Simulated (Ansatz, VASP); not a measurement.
## Ga: VASP beside Ansatz

The input INCAR:

```
  PREC = Accurate
  ENCUT = 520
  EDIFF = 1E-8
  ISMEAR = -1
  SIGMA = 0.03
  LREAL = False
  LASPH = True
  NELM = 100
  ALGO = Normal
  ISIF = 2
  LWAVE = False
  LCHARG = False
  GGA = PS
  LEFG = True
  NBANDS = 12
```

Contents of KPOINTS:

```
regular mesh
0
Gamma
  16 16 16
```

The input POSCAR:

```
Ga
1.0
   -1.4315364027      1.4315364027      2.2727169812
    1.4315364027     -1.4315364027      2.2727169812
    1.4315364027      1.4315364027     -2.2727169812
Ga
1
Direct
    0.0000000000      0.0000000000      0.0000000000
```

Input for Ansatz:

```yaml
crystal:
  lattice:
    - [-1.4315364027, 1.4315364027, 2.2727169812]
    - [1.4315364027, -1.4315364027, 2.2727169812]
    - [1.4315364027, 1.4315364027, -2.2727169812]
  atoms:
    - { symbol: Ga, position: [0.0, 0.0, 0.0] }
kpoints:
  mp_grid: { grid: [16, 16, 16] }
scf:
  occupations: { method: fermi_dirac, width: 0.03 }
hamiltonian:
  xc: pbesol
  pseudopotentials: { kind: all_electron, datasets: crystal }
output:
  forces: true
  stress: true
  eigenvalues: true
  efg: { contact_densities: true }
```

Change from the starting cell: volume scaled by 1.06, crystal datasets.

Alike in both runs: task electric field gradients; functional PBEsol; k mesh 16 × 16 × 16; occupations fermi-dirac, width 0.03 eV; no spin polarisation.

|  | VASP | Ansatz |
| --- | --- | --- |
| version | VASP 6.6.1 | Ansatz 0.2.0 |
| potentials or method | VASP PAW PBE potentials, release 64 (Ga_d), cutoff 520 eV | all-electron PAW with datasets made for the crystal, scalar-relativistic |

Ansatz gave:

| Item | Value |
| --- | --- |
| pressure (GPa) | -2.7 |
| traceless stress, the component that is largest in VASP (GPa) | -0.28 |
| size of Vzz on the site where it differs most (V/Å²) | 20.2 |

**Question.** What did VASP give for the same quantities?

**Answer.** Pressure (GPa): -2.6; traceless stress, the component that is largest in VASP (GPa): -0.29; size of Vzz on the site where it differs most (V/Å²): 19.0.

VASP's potentials were made for PBE, not for PBEsol. Ansatz ran all-electron here, and VASP with PAW potentials.
